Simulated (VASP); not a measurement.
## H10SO4: single point with r2SCAN

The system is H10SO4.

```
CELL_PARAMETERS angstrom
5.82848 0.00000 0.00000
0.00000 5.82848 0.00000
0.00000 0.00000 5.82848
ATOMIC_POSITIONS crystal
O 0.84233 0.71253 0.25420
O 0.27333 0.46147 0.15964
O 0.79332 0.12994 0.99379
O 0.19194 0.19664 0.72522
H 0.83335 0.85421 0.16601
H 0.99112 0.64699 0.21866
H 0.41147 0.55056 0.13469
H 0.25635 0.37489 0.01781
H 0.76688 0.27897 0.06054
H 0.92127 0.15293 0.88882
H 0.17931 0.25796 0.57223
H 0.29331 0.06381 0.71054
H 0.69618 0.78733 0.57625
H 0.44540 0.59297 0.56464
S 0.52294 0.74098 0.72215
```

- Program: VASP 6.6.1
- Task: single point
- Functional: r2SCAN
- Potentials or basis: VASP PAW PBE potentials, release 64 (O, H, S)
- Cutoff: 520 eV
- k mesh: 1 × 1 × 1
- Occupations: fermi-dirac, width 0.02 eV
- Spin: no spin polarisation
- Dipole correction: no
- Further INCAR settings: LREAL = Auto; ALGO = Normal; EDIFF = 1e-06; NBANDS = 33

The pressure is -0.5 GPa, the largest force is 0.249 eV/Å and the band gap on the k mesh is 4.69 eV.

Forces on the atoms (eV/Å):
```
O   -0.076 -0.007  0.057
O   -0.019  0.040  0.000
O    0.001 -0.113 -0.002
O   -0.069  0.003  0.148
H   -0.066  0.116 -0.054
H    0.136 -0.099  0.018
H    0.030  0.024  0.043
H   -0.018 -0.051 -0.057
H   -0.080  0.110  0.079
H    0.139 -0.026 -0.112
H   -0.041  0.101 -0.145
H    0.085 -0.109  0.039
H    0.125  0.124  0.075
H   -0.211 -0.088  0.097
S    0.066 -0.024 -0.187
```

Stress tensor (GPa, compression positive):
```
-0.12  0.22  0.06
 0.22 -0.39 -0.20
 0.06 -0.20 -0.86
```

Levels at points of the mesh, in eV from the valence-band top:
| k point | band 18 | band 19 | band 20 | band 21 | band 22 | band 23 |
| --- | --- | --- | --- | --- | --- | --- |
| (0.00, 0.00, 0.00) | -1.11 | -0.82 | 0.00 | 4.69 | 6.65 | 7.88 |

It took 41 s on 1 thread of AMD EPYC 9R45 96-Core Processor (Zen 5), with other jobs on the host, peak memory 0.29 GiB.

Caveat: the k points lie up to 1.08 Å⁻¹ apart; the PAW data sets were made with another functional, which shifts forces and pressure a little.
